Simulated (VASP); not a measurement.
# Ir2Rh (P-3m1) in VASP: further runs

Runs on Ir2Rh. Level: PBE. Tasks: relaxation of shape and atoms at fixed volume, relaxation of cell and atoms, single point.

All numbers are computed with VASP 6.6.1; they aren't measurements. Logs are shortened: lines on timing, memory, paths and dates and some standing lists are left out, and cuts for length are marked.

## 1. The cell of the first run

The structure is trigonal, space group P-3m1 (No. 164). Conventional cell: a = 2.699 Å, b = 2.699 Å, c = 6.613 Å, α = 90.00°, β = 90.00°, γ = 120.00°. Ir (site symmetry 3m) has 9 Ir at 2.69 to 2.70 Å and 3 Rh at 2.70 Å within 3.6 Å. Rh (site symmetry -3m) has 6 Rh at 2.70 Å and 6 Ir at 2.70 Å within 3.6 Å.

## 2. Relaxation of shape and atoms at fixed volume, PBE (13.91 Å³/atom)

The input, INCAR:

```
ALGO     = Fast           # electronic algorithm
EDIFF    = 1E-6           # SCF threshold, eV
EDIFFG   = -0.01          # ionic threshold
ENCUT    = 600            # plane-wave cutoff, eV
GGA      = PE             # functional
IBRION   = 2              # ionic algorithm
ISIF     = 4              # what is computed and relaxed
ISMEAR   = 0              # smearing method
LASPH    = True           # aspherical terms in the spheres
LCHARG   = False          # write CHGCAR
LREAL    = False          # projectors in reciprocal space
LWAVE    = False          # write WAVECAR
NELM     = 80             # most SCF steps
NSW      = 50             # ionic steps
PREC     = Accurate       # precision mode
SIGMA    = 0.1            # smearing width, eV
```

The input, KPOINTS:

```
k-points
0
Gamma
  18 18 8
```

The input, POSCAR:

```
Ir2Rh
1.0
    2.6991795906      0.0000000000      0.0000000000
   -1.3495897953      2.3375580949      0.0000000000
    0.0000000000      0.0000000000      6.6134545001
Ir Rh
2 1
Direct
    0.3333333333      0.6666666667      0.6661649045
    0.6666666667      0.3333333333      0.3338350955
    0.0000000000      0.0000000000      0.0000000000
```

Potentials or basis: VASP PAW PBE potentials, release 64 (Ir, Rh_pv).

Launch:

```bash
$ cat potpaw_PBE.64/Ir/POTCAR potpaw_PBE.64/Rh_pv/POTCAR > POTCAR
$ mpirun -np 1 vasp_std > vasp.out
```

OUTCAR:

```text
EDIFF = 1E-6
   EDIFFG = -0.01
   ENCUT = 600
   GGA = PE
   IBRION = 2
   ISIF = 4
   ISMEAR = 0
   LASPH = True
   LREAL = False
   NELM = 80
   NSW = 50
   PREC = Accurate

 ion  position               nearest neighbor table
   1  0.333  0.667  0.666-   2 2.69   2 2.69   2 2.69   3 2.70   3 2.70   3 2.70
   2  0.667  0.333  0.334-   1 2.69   1 2.69   1 2.69   3 2.70   3 2.70   3 2.70
   3  0.000  0.000  0.000-   1 2.70   2 2.70   2 2.70   1 2.70   2 2.70   1 2.70

  LATTYP: Found a hexagonal cell.
 ALAT       =     2.6991795906
 C/A-ratio  =     2.4501720905

  Lattice vectors:

 A1 = (   2.6991795906,   0.0000000000,   0.0000000000)
 A2 = (  -1.3495897953,   2.3375580949,   0.0000000000)
 A3 = (   0.0000000000,   0.0000000000,   6.6134545001)

Analysis of symmetry for initial positions (statically):
=====================================================================
 Subroutine PRICEL returns:
 Original cell was already a primitive cell.

 Routine SETGRP: Setting up the symmetry group for a
 hexagonal supercell.

 Subroutine GETGRP returns: Found 12 space group operations
 (whereof 12 operations were pure point group operations)
 out of a pool of 24 trial point group operations.

The static configuration has the point symmetry D_3d.

Analysis of symmetry for dynamics (positions and initial velocities):
=====================================================================
 Subroutine PRICEL returns:
 Original cell was already a primitive cell.

 Routine SETGRP: Setting up the symmetry group for a
 hexagonal supercell.

 Subroutine GETGRP returns: Found 12 space group operations
 (whereof 12 operations were pure point group operations)
 out of a pool of 24 trial point group operations.

The dynamic configuration has the point symmetry D_3d.

 Subroutine INISYM returns: Found 12 space group operations
 (whereof 12 operations are pure point group operations),
 and found     1 'primitive' translations

----------------------------------------------------------------------------------------

                                     Primitive cell

  volume of cell :      41.7275

  direct lattice vectors                    reciprocal lattice vectors
     2.699179591  0.000000000  0.000000000     0.370482944  0.213898427  0.000000000
    -1.349589795  2.337558095  0.000000000     0.000000000  0.427796854  0.000000000
     0.000000000  0.000000000  6.613454500     0.000000000  0.000000000  0.151206907

  length of vectors
     2.699179591  2.699179591  6.613454500     0.427796854  0.427796854  0.151206907

  position of ions in fractional coordinates (direct lattice)
     0.333333333  0.666666667  0.666164905
     0.666666667  0.333333333  0.333835095
     0.000000000  0.000000000  0.000000000

  ion indices of the primitive-cell ions
   primitive index   ion index
                 1           1
                 2           2
                 3           3

----------------------------------------------------------------------------------------

 KPOINTS: k-points

Automatic generation of k-mesh.
 Grid dimensions read from file:
 generate k-points for:   18   18    8

 Generating k-lattice:

  Cartesian coordinates                     Fractional coordinates (reciprocal lattice)
     0.020582386  0.011883246  0.000000000     0.055555556  0.000000000  0.000000000
     0.000000000  0.023766492  0.000000000     0.000000000  0.055555556  0.000000000
     0.000000000  0.000000000  0.018900863     0.000000000  0.000000000  0.125000000

  Length of vectors
     0.023766492  0.023766492  0.018900863

  Shift w.r.t. Gamma in fractional coordinates (k-lattice)
     0.000000000  0.000000000  0.000000000

 Subroutine IBZKPT returns following result:
 ===========================================

 Found    266 irreducible k-points:

 Following reciprocal coordinates:
            Coordinates               Weight
  0.000000  0.000000  0.000000      1.000000
  0.055556  0.000000  0.000000      6.000000
  0.111111  0.000000  0.000000      6.000000
  0.166667  0.000000  0.000000      6.000000
  0.222222  0.000000  0.000000      6.000000
  0.277778  0.000000  0.000000      6.000000
[... 16 lines left out ...]
  0.333333  0.111111  0.000000     12.000000
  0.388889  0.111111  0.000000     12.000000
 [... further k-points ...]
   k-points           NKPTS =    266   k-points in BZ     NKDIM =    266   number of bands    NBANDS=     20
   number of dos      NEDOS =    301   number of ions     NIONS =      3
   total plane-waves  NPLWV =  31104
   dimension x,y,z NGX =    24 NGY =   24 NGZ =   54
   dimension x,y,z NGXF=    48 NGYF=   48 NGZF=  108
   ions per type =               2   1
   NGX,Y,Z   is equivalent  to a cutoff of  14.78, 14.78, 13.57 a.u.
   NGXF,Y,Z  is equivalent  to a cutoff of  29.56, 29.56, 27.15 a.u.
 SYSTEM =  unknown system
   PREC   = accura    normal or accurate (medium, high low for compatibility)
   ISTART =      0    job   : 0-new  1-cont  2-samecut
   ICHARG =      2    charge: 1-file 2-atom 10-const
   ISPIN  =      1    spin polarized calculation?
   LNONCOLLINEAR =      F non collinear calculations
   LSORBIT =      F    spin-orbit coupling
   LASPH  =      T    aspherical Exc in radial PAW
   ENCUT  =  600.0 eV  44.10 Ry    6.64 a.u.   5.39  5.39 13.21*2*pi/ulx,y,z
   NELM   =     80;   NELMIN=  2; NELMDL= -5     # of ELM steps
   EDIFF  = 0.1E-05   stopping-criterion for ELM
   LREAL  =      F    real-space projection
   EDIFFG = -.1E-01   stopping-criterion for IOM
   NSW    =     50    number of steps for IOM
   IBRION =      2    ionic relax: 0-MD 1-quasi-New 2-CG
   NFREE  =      1    steps in history (QN), initial steepest desc. (CG)
   ISIF   =      4    stress and relaxation
   ISYM   =      2    0-nonsym 1-usesym 2-fastsym
   POTIM  = 0.5000    time-step for ionic-motion
   TEBEG  =    0.0;   TEEND  =   0.0 temperature during run
   PSTRESS=    0.0 pullay stress
   NELECT =      33.0000    total number of electrons
   NUPDOWN=      -1.0000    fix difference up-down
   EMIN   =  10.00;   EMAX   =-10.00  energy-range for DOS
   EFERMI =   0.00;   METHOD = LEGACY
   ISMEAR =     0;   SIGMA  =   0.10  broadening in eV -4-tet -1-fermi 0-gaus
   EFERMI_NEDOS =   21; number of points for ismear=-14 and -15
   IALGO  =     68    algorithm
   IMIX   =      4    mixing-type and parameters
     AMIX     =   0.40;   BMIX     =  1.00
     AMIX_MAG =   1.60;   BMIX_MAG =  1.00
  volume/ion in A,a.u.               =      13.91        93.86
  Fermi-wavevector in a.u.,A,eV,Ry     =   1.513928  2.860910 31.184263  2.291979
  Thomas-Fermi vector in A             =   2.623654
   LORBIT       =      0    0 simple, 1 ext, 2 COOP (PROOUT), +10 PAW based schemes
   GGA     = PE    functional components
   LHFCALC =     F    Hartree Fock is set to
   AEXX    =    0.0000 exact exchange contribution
   IVDW    =     0    specifies the selected vdW correction
   LEPSILON=     F    determine dielectric tensor
   LRPA    =     F    only Hartree local field effects (RPA)
 conjugate gradient relaxation of ions
 non-spin polarized calculation
 RMM-DIIS sequential band-by-band and
 Gauss-broadening in eV      SIGMA  =   0.10
  energy-cutoff  :      600.00
  volume of cell :       41.73
 maximum number of plane-waves:      1430
 NGX is ok and might be reduce to    24
   NGX = 11   NGY = 11   NGZ = 27

--------------------------------------- Ionic step        1  -------------------------------------------

 number of electron      33.0000000 magnetization

 Free energy of the ion-electron system (eV)
  ---------------------------------------------------
  ext. energy  EPLUGINS =         0.00000000
  ---------------------------------------------------
  free energy    TOTEN  =       -24.97225617 eV

  energy without entropy =      -24.95719518  energy(sigma->0) =      -24.96472567

------------------------ aborting loop because EDIFF is reached ----------------------------------------

  FORCE on cell =-STRESS in cart. coord.  units (eV):
  Direction    XX          YY          ZZ          XY          YZ          ZX
  --------------------------------------------------------------------------------------
  -------------------------------------------------------------------------------------
  Total        2.8630487      2.8630487      2.8355634      0.0000000      0.0000000      0.0000000
  in kB      109.9301318    109.9301318    108.8748011      0.0000000      0.0000000      0.0000000
  external PRESSURE =     109.5783549 kB  Pullay stress =       0.0000000 kB
[... 59 lines left out ...]
  energy  without entropy=      -24.9574943775  energy(sigma->0) =      -24.96509436

--------------------------------------- Ionic step        3  -------------------------------------------

 number of electron      33.0000000 magnetization

 Free energy of the ion-electron system (eV)
  ---------------------------------------------------
  ext. energy  EPLUGINS =         0.00000000
  ---------------------------------------------------
  free energy    TOTEN  =       -24.97272757 eV

  energy without entropy =      -24.95755456  energy(sigma->0) =      -24.96514106

 E-fermi :  11.0086     XC(G=0): -14.0506

 val. band max:       11.0071275853   @ k =   0.3333   0.0000   0.1250
 cond. band min:      11.0140142909   @ k =  -0.2222  -0.4444   0.3750
 fundamental gap:      0.0068867056
 Fermi energy:        11.0085893224

 k-point     1 :       0.0000    0.0000    0.0000
  band No.  band energies     occupation
      1     -35.9289      2.00000
      2     -35.5599      2.00000
      3     -35.5599      2.00000
      4       0.5322      2.00000
      5       2.8112      2.00000
      6       4.3964      2.00000
[... 12 lines left out ...]
     19      10.6432      2.00000
[... 513 lines left out ...]
      4       3.7602      2.00000
      5       4.1666      2.00000
      6       4.2254      2.00000
[... 12 lines left out ...]
     19      13.8581      0.00000
     20      15.1373      0.00000

 [... further k-points ...]

------------------------ aborting loop because EDIFF is reached ----------------------------------------

  FORCE on cell =-STRESS in cart. coord.  units (eV):
  Direction    XX          YY          ZZ          XY          YZ          ZX
  --------------------------------------------------------------------------------------
  -------------------------------------------------------------------------------------
  Total        2.8221689      2.8221689      2.8288190      0.0000000     -0.0000000      0.0000000
  in kB      108.3605048    108.3605048    108.6158436      0.0000000     -0.0000000      0.0000000
  external PRESSURE =     108.4456177 kB  Pullay stress =       0.0000000 kB
[... 18 lines left out ...]
  FREE ENERGIE OF THE ION-ELECTRON SYSTEM (eV)
  ---------------------------------------------------
  free  energy   TOTEN  =       -24.9727275696 eV

  energy  without entropy=      -24.9575545600  energy(sigma->0) =      -24.96514106

 reached required accuracy - stopping structural energy minimisation
```

Wall time 15 min (1 thread of Intel Xeon 8259CL, shared host); peak memory 0.41 GiB.

Results:

```
Free energy                  : -24.9727 eV
Energy gained by relaxing    : 0.2 meV/atom
Ionic steps                  : 3
Pressure after relaxing      : 10.8 GPa
Largest force after relaxing : 0.005 eV/Å
```

Forces in eV/Å, atoms in the order of the input:
```
Ir   0.000  0.000  0.005
Ir   0.000  0.000 -0.005
Rh   0.000  0.000  0.000
```

Step by step:
| step | energy change (eV) | largest force (eV/Å) | pressure (GPa) | volume (Å³) |
| --- | --- | --- | --- | --- |
| 1 | 0.0000 | 0.1105 | 10.96 | 41.73 |
| 2 | -0.0004 | 0.0299 | 10.87 | 41.73 |
| 3 | -0.0005 | 0.0047 | 10.84 | 41.73 |

Final structure:
```yaml
crystal:
  lattice:
    - [2.69949, 0.00000, 0.00000]
    - [-1.34975, 2.33783, 0.00000]
    - [0.00000, 0.00000, 6.61191]
  atoms:
    - { symbol: Ir, position: [0.33333, 0.66667, 0.66680] }
    - { symbol: Ir, position: [0.66667, 0.33333, 0.33320] }
    - { symbol: Rh, position: [0.00000, 0.00000, 0.00000] }
```

Caveat: the highest band is partly filled, so the run has too few bands; spin-orbit coupling is left out, which moves the levels of the heavy elements.

## 3. Relaxation of cell and atoms, PBE

This run uses another cell than the first one, of 14.36 Å³/atom.

The input, INCAR:

```
PREC = Accurate
ENCUT = 600
EDIFF = 1E-7
ISMEAR = 0
SIGMA = 0.1
LREAL = F
LASPH = T
NELM = 80
ALGO = Fast
ISIF = 3
LWAVE = F
LCHARG = F
GGA = PE
IBRION = 2
NSW = 100
EDIFFG = -0.01
```

The input, KPOINTS:

```
regular mesh
0
Gamma
  18 18 8
```

The input, POSCAR:

```
Ir2Rh
1.0
    2.7357992799      0.0000000000      0.0000000000
   -1.3678996399      2.3692716760      0.0000000000
    0.0000000000      0.0000000000      6.6450331104
Ir Rh
2 1
Direct
    0.3333333333      0.6666666667      0.6656212165
    0.6666666667      0.3333333333      0.3343787835
    0.0000000000      0.0000000000      0.0000000000
```

Potentials or basis: VASP PAW PBE potentials, release 64 (Ir, Rh_pv).

Launch:

```bash
$ cat potpaw_PBE.64/Ir/POTCAR potpaw_PBE.64/Rh_pv/POTCAR > POTCAR
$ mpirun -np 1 vasp_std > vasp.out
```

Wall time 41 min (1 thread of Intel Xeon 8259CL, shared host); peak memory 0.43 GiB.

Results (log left out):

| Property | Result |
| --- | --- |
| Free energy | -25.0173 eV |
| Relaxed volume | 14.35 Å³/atom |
| Relaxed cell | a = 2.728 Å, b = 2.728 Å, c = 6.683 Å, α = 90.00°, β = 90.00°, γ = 120.00° |
| Space group after relaxing (to 0.1 Å) | P-3m1 (No. 164) |
| Energy gained by relaxing | 1.3 meV/atom |
| Ionic steps | 8 |
| Pressure after relaxing | 0.0 GPa |

Step by step:
| step | energy change (eV) | largest force (eV/Å) | pressure (GPa) | volume (Å³) |
| --- | --- | --- | --- | --- |
| 1 | 0.0000 | 0.1328 | 0.05 | 43.07 |
| 2 | -0.0003 | 0.0443 | -0.20 | 43.10 |
| 3 | -0.0038 | 0.0386 | -0.12 | 43.09 |
| 4 | -0.0038 | 0.0408 | -0.11 | 43.09 |
| 5 | -0.0038 | 0.0039 | 0.27 | 43.03 |
| 6 | -0.0039 | 0.0158 | 0.15 | 43.04 |
| 7 | -0.0038 | 0.0200 | -0.20 | 43.09 |
| 8 | -0.0039 | 0.0016 | 0.02 | 43.06 |

Final structure:
```xyz
3
Lattice="2.7278 0.0000 0.0000 -1.3639 2.3623 0.0000 0.0000 0.0000 6.6828" Properties=species:S:1:pos:R:3 pbc="T T T"
Ir    0.0000    1.5749    4.4533
Ir    1.3639    0.7874    2.2295
Rh    0.0000    0.0000    0.0000
```

Levels at points of the mesh, in eV from the Fermi level:
```
           k point  band 14  band 15  band 16  band 17  band 18  band 19
(0.00, 0.00, 0.00)    -2.89    -2.85    -1.08    -1.08    -0.35    -0.35
(0.50, 0.00, 0.00)     0.44     0.81     1.04     1.21     1.37     2.19
(0.00, 0.00, 0.50)    -2.86    -1.24    -1.24    -1.18    -1.18    -0.20
(0.50, 0.00, 0.50)    -0.45    -0.20     0.47     0.73     1.07     1.23
```

Caveat: the highest band is partly filled, so the run has too few bands; spin-orbit coupling is left out, which moves the levels of the heavy elements.

## 4. Single point, PBE (12.62 Å³/atom)

This run uses another cell than the first one, of 12.62 Å³/atom.

The input, INCAR:

```
PREC = Accurate
ENCUT = 520
EDIFF = 1E-6
ISMEAR = 0
SIGMA = 0.1
LREAL = F
LASPH = T
NELM = 60
ALGO = Fast
ISIF = 2
LWAVE = F
LCHARG = F
GGA = PE
NBANDS = 24
```

KPOINTS is that of step 3.

The input, POSCAR:

```
Ir2Rh
1.0
    2.6139779536      0.0000000000      0.0000000000
   -1.3069889768      2.2637713128      0.0000000000
    0.0000000000      0.0000000000      6.3973340650
Ir Rh
2 1
Direct
    0.3333333333      0.6666666667      0.6675111632
    0.6666666667      0.3333333333      0.3324888368
    0.0000000000      0.0000000000      0.0000000000
```

Launch:

```bash
$ cat potpaw_PBE.64/Ir/POTCAR potpaw_PBE.64/Rh_pv/POTCAR > POTCAR
$ mpirun -np 1 vasp_std > vasp.out
```

Wall time 2.2 min (1 thread of Intel Xeon 6975P-C (Granite Rapids), shared host); peak memory 0.33 GiB.

It converged, with:

```yaml
Free_energy: -24.1998 eV
Pressure: 57.1 GPa
Largest_force: 0.057 eV/Å
Band_gap_on_the_k_mesh: zero (an odd number of electrons rules out a gap without spin polarisation)
```

Forces on the atoms (eV/Å):
```
Ir   0.000  0.000  0.057
Ir   0.000  0.000 -0.057
Rh   0.000  0.000  0.000
```

Levels at points of the mesh, in eV from the Fermi level:
```
           k point  band 12  band 13  band 14  band 15  band 16  band 17  band 18  band 19  band 20  band 21
(0.00, 0.00, 0.00)    -3.70    -3.70    -3.40    -3.39    -1.32    -1.32    -0.42    -0.42    -0.06    -0.06
(0.50, 0.00, 0.00)    -3.38    -3.23     0.54     1.05     1.35     1.53     1.74     2.28     3.32     4.11
(0.00, 0.00, 0.50)    -3.99    -3.54    -3.54    -1.55    -1.55    -1.42    -1.42    -0.44     0.99     0.99
(0.50, 0.00, 0.50)    -2.23    -0.88    -0.58    -0.46     0.57     0.93     1.38     1.57     4.17     4.91
```

Caveat: the cell stands under pressure; spin-orbit coupling is left out, which moves the levels of the heavy elements.

## 5. Summary

```csv
task,cell,cutoff (eV),pressure (GPa)
relaxation of shape and atoms at fixed volume,"relaxed from a = 2.699, b = 2.699, c = 6.613 Å, angles 90.0, 90.0, 120.0°, 3 atoms",600,10.8
relaxation of cell and atoms,"relaxed from a = 2.736, b = 2.736, c = 6.645 Å, angles 90.0, 90.0, 120.0°, 3 atoms",600,0.0
single point,"a = 2.614, b = 2.614, c = 6.397 Å, angles 90.0, 90.0, 120.0°, 3 atoms",520,57.1
```

Alike in all rows: level PBE; potentials or basis VASP PAW PBE potentials, release 64 (Ir, Rh_pv); no spin polarisation; k mesh 18 × 18 × 8; smearing gaussian 0.1 eV.

Caveats: spin-orbit coupling is left out, which moves the levels of the heavy elements; the highest band is partly filled, so the run has too few bands (at least some runs); the cell stands under pressure (at least some runs).

Total energies depend on the potentials used, so only differences within one code and one set of settings carry meaning.
